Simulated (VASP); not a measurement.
Here is a VASP 6.6.1 calculation.

File INCAR:

```
SYSTEM = Pb
PREC     = Accurate       ! precision mode
ENCUT    = 520            ! plane-wave cutoff, eV
EDIFF    = 1E-6           ! SCF threshold, eV
ISMEAR   = 0              ! smearing method
SIGMA    = 0.1            ! smearing width, eV
LREAL    = .False.        ! projectors in reciprocal space
LASPH    = .True.         ! aspherical terms in the spheres
NELM     = 60             ! most SCF steps
ALGO     = Normal         ! electronic algorithm
ISIF     = 2              ! what is computed and relaxed
LWAVE    = .False.        ! write WAVECAR
LCHARG   = .False.        ! write CHGCAR
GGA      = PS             ! functional
NBANDS   = 21             ! bands
```

File KPOINTS:

```
Automatic mesh
0
Gamma
  10 10 10
  0 0 0
```

Contents of POSCAR:

```
Pb
1.0
    0.0000000000      3.5821656278      3.5821656278
    3.5821656278      0.0000000000      3.5821656278
    3.5821656278      3.5821656278      0.0000000000
Pb
2
Direct
    0.5000000000      0.5000000000      0.5000000000
    0.7500000000      0.7500000000      0.7500000000
```

Potentials or basis: VASP PAW PBE potentials, release 64 (Pb_d).

Run with:

```sh
$ cat potpaw_PBE.64/Pb_d/POTCAR > POTCAR
$ mpirun -np 1 vasp_std > vasp.out
```

Problem. What does it give for the band gap on the k mesh?

Solution. Zero (bands 14 and 15 overlap by 0.97 eV).

Problem. Estimate the pressure.

Solution. -2.6 GPa.

Caveat: the cell differs from its parent crystal (strained); the PAW data sets were made with another functional, which shifts forces and pressure a little; spin-orbit coupling is left out, which moves the levels of the heavy elements.
